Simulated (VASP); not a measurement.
Input of a VASP 6.6.1 run:

The input INCAR:

```
PREC = Accurate
ENCUT = 600
EDIFF = 1E-6
ISMEAR = 0
SIGMA = 0.1
LREAL = False
LASPH = True
NELM = 80
ALGO = Normal
ISIF = 3
LWAVE = False
LCHARG = False
GGA = PE
IBRION = 2
NSW = 90
EDIFFG = -0.04
```

The input KPOINTS:

```
Automatic mesh
0
Gamma
  4 4 4
```

File POSCAR:

```
MgB12
1.0
    0.0000000000      4.2030666100      4.2030666100
    4.2030666100      0.0000000000      4.2030666100
    4.2030666100      4.2030666100      0.0000000000
Mg B
1 12
Direct
    0.0000000000      0.0000000000      0.0000000000
    0.4413183900      0.4413183900      0.4413183900
    0.4413183900      0.4413183900      0.6760448400
    0.4413183900      0.6760448400      0.4413183900
    0.6760448400      0.4413183900      0.4413183900
    0.5793365800      0.9206634200      0.9206634200
    0.9206634200      0.5793365800      0.5793365800
    0.9206634200      0.5793365800      0.9206634200
    0.5793365800      0.9206634200      0.5793365800
    0.9206634200      0.9206634200      0.5793365800
    0.5793365800      0.5793365800      0.9206634200
    0.2500000000      0.2500000000      0.2500000000
    0.5000000000      0.5000000000      0.5000000000
```

Potentials or basis: VASP PAW PBE potentials, release 64 (Mg, B).

Launch:

```sh
$ cat potpaw_PBE.64/Mg/POTCAR potpaw_PBE.64/B/POTCAR > POTCAR
$ mpirun -np 1 vasp_std > vasp.out
```

Question: Predict the band gap on the k mesh.

Answer: Zero (band 19 reaches 4.63 eV, above the bottom of band 20 at 2.89 eV).

Question: Predict the relaxed cell.

Answer: a = 5.831 Å, b = 5.831 Å, c = 5.831 Å, α = 60.00°, β = 60.00°, γ = 60.00°.

Step by step:
```
step  energy change (eV)  largest force (eV/Å)  pressure (GPa)  volume (Å³)
   1              0.0000              109.5608          105.48       148.50
   2            -40.5789               15.9786            4.27       375.87
   3            -61.2065                3.6982          -10.55       341.48
   4            -64.2600                2.8760          -13.30       331.67
   5            -45.5414               39.9342           15.25       266.71
   6            -65.1550                2.8820          -13.90       325.28
   7            -73.1728                2.6906          -16.31       295.03
   8            -72.0557                6.0551          -10.77       280.63
   9            -73.6620                2.6956          -15.51       290.64
  10            -73.6607                2.6743          -14.37       287.16
  11            -82.9691                2.7787          -14.58       216.68
  12             23.9270              112.0587          490.17        75.84
  13            -80.5254                6.1400          -12.91       206.57
  14            -84.2717                8.8239           30.34       130.48
  15            -85.2477                7.9140           -2.79       163.87
  16            -85.8798                8.3292            5.00       151.47
  17            -87.5604                3.9884           16.11       135.63
  18            -87.8588                2.8533           11.29       139.99
  19            -88.7799                0.8925            0.32       145.92
  20            -88.8234                0.4118           -2.23       147.64
  21            -88.8484                0.1935           -1.73       146.43
  22            -88.8692                0.3047           -0.59       143.93
  23            -88.8877                0.2213           -0.27       142.56
  24            -88.9027                0.0846            0.45       139.89
  25            -88.9028                0.0771            0.49       139.75
  26            -88.9039                0.0176           -0.11       140.20
```
